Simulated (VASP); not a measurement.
# CuO (C2/c) in VASP: single point with PBE+U

Aim: the single point of CuO with PBE+U.

All numbers are computed with VASP 6.6.1; they aren't measurements. Logs are shortened: lines on timing, memory, paths and dates and some standing lists are left out, and cuts for length are marked.

**1. The cell of the first run**

The structure is monoclinic, space group C2/c (No. 15). Conventional cell: a = 4.683 Å, b = 3.421 Å, c = 5.129 Å, α = 90.00°, β = 99.57°, γ = 90.00°. Within 2.6 Å of Cu (site symmetry -1) lie 4 O at 1.95 to 1.96 Å. Within 2.9 Å of O (site symmetry 2) lie 6 Cu at 1.95 to 2.78 Å and 6 O at 2.63 to 2.90 Å.

**2. Single point, PBE+U, collinear spin**

The input, INCAR:

```
SYSTEM = CuO
PREC = Accurate ; ENCUT = 820
EDIFF = 1E-6 ; ISMEAR = 0
SIGMA = 0.02 ; LREAL = .False.
LASPH = .True. ; NELM = 200
ALGO = Normal ; ISIF = 2
LWAVE = .False. ; LCHARG = .False.
ISPIN = 2 ; MAGMOM = 1 1 0 0
LORBIT = 11 ; LMAXMIX = 4
LDAU = .True. ; LDAUTYPE = 2
LDAUL = 2 -1 ; LDAUU = 4 0
LDAUJ = 0 0 ; LDAUPRINT = 1
GGA = PE ; NBANDS = 37
GGA_COMPAT = .False.
```

The input, KPOINTS:

```
regular mesh
0
Gamma
  8 8 4
  0 0 0
```

The input, POSCAR:

```
CuO
1.0
    2.3416500000     -1.7104000000      0.0000000000
    2.3416500000      1.7104000000      0.0000000000
   -0.8525100000      0.0000000000      5.0580600000
Cu O
2 2
Direct
    0.0000000000      0.5000000000      0.0000000000
    0.5000000000      0.0000000000      0.5000000000
    0.5821000000      0.4179000000      0.2500000000
    0.4179000000      0.5821000000      0.7500000000
```

Potentials or basis: VASP PAW PBE potentials, release 64 (Cu_sv_GW, O).

Run with:

```
$ cat potpaw_PBE.64/Cu_sv_GW/POTCAR potpaw_PBE.64/O/POTCAR > POTCAR
$ mpirun -np 1 vasp_std > vasp.out
```

OUTCAR:

```text
SYSTEM = CuO
   PREC = Accurate
   ENCUT = 820
   EDIFF = 1E-6
   ISMEAR = 0
   LREAL = .False.
   LASPH = .True.
   NELM = 200
   ISIF = 2
   ISPIN = 2
   LORBIT = 11
   GGA = PE

 ion  position               nearest neighbor table
   1  0.000  0.500  0.000-   3 1.95   4 1.95   4 1.96   3 1.96
   2  0.500  0.000  0.500-   4 1.95   3 1.95   4 1.96   3 1.96
   3  0.582  0.418  0.250-   2 1.95   1 1.95   2 1.96   1 1.96
   4  0.418  0.582  0.750-   1 1.95   2 1.95   2 1.96   1 1.96

  LATTYP: Found a base centered monoclinic cell.
 ALAT       =     4.6833000000
 B/A-ratio  =     0.7304251276
 C/A-ratio  =     1.0952533450
 COS(beta)  =    -0.1662007255

  Lattice vectors:

 A1 = (   2.3416500000,  -1.7104000000,   0.0000000000)
 A2 = (   2.3416500000,   1.7104000000,   0.0000000000)
 A3 = (  -0.8525100000,   0.0000000000,   5.0580600000)

Analysis of symmetry for initial positions (statically):
=====================================================================
 Subroutine PRICEL returns:
 Original cell was already a primitive cell.

 Routine SETGRP: Setting up the symmetry group for a
 base centered monoclinic supercell.

 Subroutine GETGRP returns: Found  4 space group operations
 (whereof  2 operations were pure point group operations)
 out of a pool of  4 trial point group operations.

The static configuration has the point symmetry S_2 .
 The point group associated with its full space group is C_2h.

Analysis of symmetry for dynamics (positions and initial velocities):
=====================================================================
 Subroutine PRICEL returns:
 Original cell was already a primitive cell.

 Routine SETGRP: Setting up the symmetry group for a
 base centered monoclinic supercell.

[... 224 lines left out ...]
  o =  0.9427  v =  0.0000  0.0000  0.0000  0.0000  0.0000  0.1116 -0.0150 -0.1033 -0.3162 -0.9363      0.0000  0.0000  0.0000  0.0000  0.0000  0.0000  0.0000  0.0000  0.0000  0.0000
  o =  0.9441  v =  0.0000  0.0000  0.0000  0.0000  0.0000  0.1645 -0.7806  0.3470  0.4653 -0.1633      0.0000  0.0000  0.0000  0.0000  0.0000  0.0000  0.0000  0.0000  0.0000  0.0000
  o =  0.9512  v = -0.1026  0.7271 -0.3703 -0.5545 -0.1272  0.0000  0.0000  0.0000  0.0000  0.0000      0.0000  0.0000  0.0000  0.0000  0.0000  0.0000  0.0000  0.0000  0.0000  0.0000
  o =  0.9517  v = -0.1307  0.2656  0.0097  0.1495  0.9434  0.0000  0.0000  0.0000  0.0000  0.0000      0.0000  0.0000  0.0000  0.0000  0.0000  0.0000  0.0000  0.0000  0.0000  0.0000
  o =  0.9526  v =  0.0000  0.0000  0.0000  0.0000  0.0000  0.4699 -0.2176 -0.8384  0.1317  0.1075      0.0000  0.0000  0.0000  0.0000  0.0000  0.0000  0.0000  0.0000  0.0000  0.0000
  o =  0.9568  v =  0.4566 -0.2234 -0.8394  0.1580  0.1098  0.0000  0.0000  0.0000  0.0000  0.0000      0.0000  0.0000  0.0000  0.0000  0.0000  0.0000  0.0000  0.0000  0.0000  0.0000
  o =  0.9926  v =  0.0808  0.5608  0.0059  0.7784 -0.2701  0.0000  0.0000  0.0000  0.0000  0.0000      0.0000  0.0000  0.0000  0.0000  0.0000  0.0000  0.0000  0.0000  0.0000  0.0000

 number of electron      49.9999994 magnetization       2.0000406

 Free energy of the ion-electron system (eV)
  ---------------------------------------------------
  ext. energy  EPLUGINS =         0.00000000
  ---------------------------------------------------
  free energy    TOTEN  =       -16.51880249 eV

  energy without entropy =      -16.51880249  energy(sigma->0) =      -16.51880249

 E-fermi :   5.7745     XC(G=0): -12.2441

 val. band max:        5.6235561110   @ k =   0.5000   0.5000  -0.0000
 cond. band min:       5.8642164112   @ k =  -0.3750   0.3750   0.0000
 fundamental gap:      0.2406603002
 Fermi energy:         5.7744554962

 spin component 1

 k-point     1 :       0.0000    0.0000    0.0000
  band No.  band energies     occupation
      1    -107.3266      1.00000
      2    -107.3260      1.00000
      3     -65.1015      1.00000
      4     -65.0979      1.00000
      5     -65.0386      1.00000
      6     -65.0340      1.00000
[... 1913 lines left out ...]
     36      25.8608      0.00000
     37      27.3146      0.00000

 [... further k-points ...]

------------------------ aborting loop because EDIFF is reached ----------------------------------------

  FORCE on cell =-STRESS in cart. coord.  units (eV):
  Direction    XX          YY          ZZ          XY          YZ          ZX
  --------------------------------------------------------------------------------------
  -------------------------------------------------------------------------------------
  Total        1.3399968      1.5687108      1.6453987      0.0000000      0.0000000      0.0759379
  in kB       52.9883868     62.0325773     65.0651001      0.0000000      0.0000000      3.0028636
  external PRESSURE =      60.0286881 kB  Pullay stress =       0.0000000 kB

 VOLUME and BASIS-vectors are now :
 -----------------------------------------------------------------------------
  energy-cutoff  :      820.00
  volume of cell :       40.52
      direct lattice vectors                 reciprocal lattice vectors
     2.341650000 -1.710400000  0.000000000     0.213524651 -0.292329280  0.035988482
     2.341650000  1.710400000  0.000000000     0.213524651  0.292329280  0.035988482
    -0.852510000  0.000000000  5.058060000     0.000000000  0.000000000  0.197704258

 POSITION                                       TOTAL-FORCE (eV/Angst)
 -----------------------------------------------------------------------------------
      1.17083      0.85520      0.00000        -0.000000      0.000000     -0.000000
      0.74457     -0.85520      2.52903        -0.000000      0.000000     -0.000000
      2.12852     -0.28085      1.26452         0.000000      0.027423     -0.000000
      1.70227      0.28085      3.79354        -0.000000     -0.027423      0.000000
 -----------------------------------------------------------------------------------
    total drift:                                0.000000      0.000000      0.000000

  FREE ENERGIE OF THE ION-ELECTRON SYSTEM (eV)
  ---------------------------------------------------
  free  energy   TOTEN  =       -16.5188024939 eV

  energy  without entropy=      -16.5188024939  energy(sigma->0) =      -16.51880249

 total charge

# of ion       s       p       d       f       tot
--------------------------------------------------
    1        2.243   6.371   8.850   0.013  17.477
    2        2.243   6.371   8.850   0.013  17.477
    3        1.553   3.453   0.000   0.000   5.006
    4        1.553   3.453   0.000   0.000   5.006
--------------------------------------------------
tot          7.591  19.649  17.699   0.026  44.966

 magnetization (x)

# of ion       s       p       d       f       tot
--------------------------------------------------
    1       -0.001   0.003   0.696   0.001   0.699
    2       -0.001   0.003   0.696   0.001   0.699
    3        0.020   0.257   0.000   0.000   0.277
    4        0.020   0.257   0.000   0.000   0.277
--------------------------------------------------
tot          0.038   0.520   1.391   0.002   1.951
```

OSZICAR:

```text
N       E                     dE             d eps       ncg     rms          rms(c)
DAV:   1     0.107787496671E+04    0.10779E+04   -0.39805E+04 18513   0.544E+03
DAV:   2     0.916947396583E+02   -0.98618E+03   -0.93412E+03 19944   0.132E+03
DAV:   3    -0.147206529322E+02   -0.10642E+03   -0.10401E+03 22096   0.481E+02
DAV:   4    -0.200526315220E+02   -0.53320E+01   -0.53253E+01 20184   0.900E+01
DAV:   5    -0.202233462014E+02   -0.17071E+00   -0.17069E+00 19328   0.151E+01    0.159E+01
DAV:   6    -0.170086141373E+02    0.32147E+01   -0.22595E+01 20662   0.275E+02    0.100E+01
DAV:   7    -0.164198970087E+02    0.58872E+00   -0.66236E+00 19200   0.173E+02    0.378E+00
DAV:   8    -0.165207769808E+02   -0.10088E+00   -0.55418E-01 19628   0.150E+01    0.233E+00
DAV:   9    -0.165265554630E+02   -0.57785E-02   -0.12423E-01 22947   0.314E+01    0.161E+00
DAV:  10    -0.165210985516E+02    0.54569E-02   -0.32022E-02 21798   0.924E+00    0.424E-01
DAV:  11    -0.165186866647E+02    0.24119E-02   -0.63179E-03 22203   0.474E+00    0.981E-02
DAV:  12    -0.165187704616E+02   -0.83797E-04   -0.95961E-04 22890   0.979E-01    0.769E-02
DAV:  13    -0.165188009712E+02   -0.30510E-04   -0.82966E-05 20403   0.532E-01    0.238E-02
DAV:  14    -0.165188000347E+02    0.93653E-06   -0.17807E-05 19945   0.229E-01    0.835E-03
DAV:  15    -0.165188018719E+02   -0.18372E-05   -0.14456E-06  8596   0.861E-02    0.365E-03
DAV:  16    -0.165188024939E+02   -0.62196E-06   -0.90902E-07 10797   0.408E-02
   1 F= -.16518802E+02 E0= -.16518802E+02  d E =-.787798E-13  mag=     2.0000
```

stdout:

```text
POSCAR found type information on POSCAR CuO
 POSCAR found :  2 types and       4 ions
 scaLAPACK will be used
 LDA part: xc-table for (Slater+PW92), standard interpolation
 POSCAR, INCAR and KPOINTS ok, starting setup
 FFT: planning ... GRIDC
 FFT: planning ... GRID_SOFT
 FFT: planning ... GRID
 WAVECAR not read
 entering main loop
```

Wall time 5.9 min (1 thread of Intel Xeon Platinum 8488C (Sapphire Rapids), shared host); peak memory 0.46 GiB.

Results:

| Quantity | Value |
| --- | --- |
| Free energy | -16.5188 eV |
| Pressure | 6.0 GPa |
| Largest force | 0.027 eV/Å |
| Band gap on the k mesh | 0.24 eV (least direct gap 0.32 eV) |
| Net moment | 2.00 μB per cell |
| Site moments | Cu +0.70; O +0.28 μB |
| Valence electrons inside the program's atomic spheres | Cu 17.48; O 5.01 |

Forces on the atoms (eV/Å):
```
Cu   0.000  0.000  0.000
Cu   0.000  0.000  0.000
O    0.000  0.027  0.000
O    0.000 -0.027  0.000
```

Eigenvalues of the final occupation matrices:
| site | spin | trace | eigenvalues |
| --- | --- | --- | --- |
| site 1 d | 1 | 4.79 | 0.93 0.95 0.95 0.96 0.99 |
| site 1 d | 2 | 4.09 | 0.33 0.92 0.94 0.94 0.95 |
| site 2 d | 1 | 4.79 | 0.93 0.95 0.95 0.96 0.99 |
| site 2 d | 2 | 4.09 | 0.33 0.92 0.94 0.94 0.95 |

Caveat: the cell stands under pressure; semilocal functionals underestimate gaps, and a narrow one can read as zero.
